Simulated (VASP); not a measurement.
A run of VASP 6.6.1:

File POSCAR:

```
W
1.0
    0.0000000000      2.8793808207      2.8793808207
    2.8793808207      0.0000000000      2.8793808207
    2.8793808207      2.8793808207      0.0000000000
W
2
Direct
    0.0000000000      0.0000000000      0.0000000000
    0.2500000000      0.2500000000      0.2500000000
```

File INCAR.step1:

```
SYSTEM = W
PREC = Accurate
ENCUT = 550
ISMEAR = 1
SIGMA = 0.1
LREAL = .False.
LASPH = .True.
NELM = 120
NBANDS = 21
GGA = PE
ALGO = Normal
EDIFF = 1E-5
LWAVE = .True.
LCHARG = .False.
GGA_COMPAT = .False.
```

File INCAR.step2:

```
SYSTEM = W
PREC = Accurate
ENCUT = 550
EDIFF = 1E-6
ISMEAR = 1
SIGMA = 0.1
LREAL = .False.
LASPH = .True.
NELM = 120
ALGO = Normal
ISIF = 2
LWAVE = .False.
LCHARG = .True.
METAGGA = R2SCAN
LMIXTAU = .True.
LELF = .True.
LVHAR = .True.
NBANDS = 21
ISTART = 1
GGA_COMPAT = .False.
```

KPOINTS

```
regular mesh
0
Gamma
  7 7 7
  0 0 0
```

Potentials or basis: VASP PAW PBE potentials, release 64 (W_sv).

The run is started by

```console
$ cat potpaw_PBE.64/W_sv/POTCAR > POTCAR
$ cp INCAR.step1 INCAR
$ mpirun -np 1 vasp_std > vasp.out
$ cp INCAR.step2 INCAR
$ mpirun -np 1 vasp_std > vasp.out
```

Hardware: 1 thread of Intel Xeon 8259CL, on a shared host.

Q: Estimate the wall time of this run.

A: Run time: 2.2 min on 1 thread of Intel Xeon 8259CL (shared host), peak memory 0.19 GiB. Counts: k points 20.
